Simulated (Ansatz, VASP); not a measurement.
# One calculation of Ti, two programs

```xyz
1
Lattice="-1.2490 1.2490 1.2490 1.2490 -1.2490 1.2490 1.2490 1.2490 -1.2490" Properties=species:S:1:pos:R:3 pbc="T T T"
Ti    0.0000    0.0000    0.0000
```

Change from the starting cell: volume scaled by 0.45, LAPW.

Alike in both runs: task single point; functional PBE; k mesh 16 × 16 × 16; occupations fermi-dirac, width 0.1 eV; no spin polarisation.

```csv
,VASP,Ansatz
version,VASP 6.6.1,Ansatz 0.2.0
potentials or method,"VASP PAW PBE potentials, release 64 (Ti_sv), cutoff 520 eV","all-electron LAPW, scalar-relativistic"
```

VASP gave:

| Property | Result |
| --- | --- |
| pressure (GPa) | 279.6 |

Problem. Which values does Ansatz return?

Solution. Pressure (GPa): 274.4.

Both programs put the cell under a high pressure, so it lies far from rest at this level. Ansatz ran all-electron here, and VASP with PAW potentials.

Noted on VASP's run: the cell as given lies far from equilibrium.
